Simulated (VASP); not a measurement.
Here is a VASP 6.6.1 calculation.

INCAR

```
SYSTEM = Mo
PREC = Accurate
ENCUT = 520
EDIFF = 1E-6
ISMEAR = -1
SIGMA = 0.08
LREAL = .FALSE.
LASPH = .TRUE.
NELM = 100
ALGO = Normal
ISIF = 2
LWAVE = .FALSE.
LCHARG = .FALSE.
LDIPOL = .TRUE.
IDIPOL = 3
DIPOL = 0.5 0.5 0.500
GGA = PE
NBANDS = 28
```

KPOINTS

```
regular mesh
0
G
  12 12 1
  0 0 0
```

POSCAR

```
Mo
1.0
    3.1607300689      0.0000000000      0.0000000000
    0.0000000000      3.1607300689      0.0000000000
    0.0000000000      0.0000000000     19.1607000000
Mo
3
Direct
    0.0000000000      0.0000000000      0.4241214591
    0.5000000000      0.5000000000      0.4999999989
    0.0000000000      0.0000000000      0.5758785420
```

Potentials or basis: VASP PAW PBE potentials, release 64 (Mo_sv).

Launch:

```sh
$ cat potpaw_PBE.64/Mo_sv/POTCAR > POTCAR
$ mpirun -np 1 vasp_std > vasp.out
```

Problem. What does it give for the band gap on the k mesh?

Solution. Zero (bands 21 and 22 overlap by 1.36 eV).

Problem. What does it give for the largest force?

Solution. 0.032 eV/Å.

Forces on the atoms (eV/Å):
```
Mo   0.000  0.000 -0.032
Mo   0.000  0.000  0.000
Mo   0.000  0.000  0.032
```
